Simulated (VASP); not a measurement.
Here is a VASP 6.6.1 calculation.

Contents of INCAR:

```
ALGO = Normal
EDIFF = 1E-6
ENCUT = 520
GGA = PS
ISIF = 2
ISMEAR = 0
LASPH = True
LCHARG = True
LELF = True
LREAL = False
LVHAR = True
LWAVE = False
NBANDS = 11
NELM = 80
PREC = Accurate
SIGMA = 0.05
```

File KPOINTS:

```
k-points
0
Gamma
  10 10 10
```

The input POSCAR:

```
MgO
1.0
    0.0266893750      2.1351500000      2.1351500000
    2.1351500000      0.0266893750      2.1351500000
    2.1618393750      2.1618393750      0.0000000000
Mg O
1 1
Direct
    0.0000000000      0.0000000000      0.0000000000
    0.5000000000      0.5000000000      0.5000000000
```

Potentials or basis: VASP PAW PBE potentials, release 64 (Mg, O).

Run with:

```sh
$ cat potpaw_PBE.64/Mg/POTCAR potpaw_PBE.64/O/POTCAR > POTCAR
$ mpirun -np 1 vasp_std > vasp.out
```

Question: What does it give for the pressure?

Answer: -6.3 GPa.

Question: Estimate the band gap on the k mesh.

Answer: 4.15 eV, direct.

Stress tensor (GPa, compression positive):
```
-6.27 -3.48  0.00
-3.48 -6.27  0.00
 0.00  0.00 -6.39
```

Caveat: the cell differs from its parent crystal (strain +0.0250 x Voigt [0, 0, 0, 0, 0, 1]); the PAW data sets were made with another functional, which shifts forces and pressure a little.
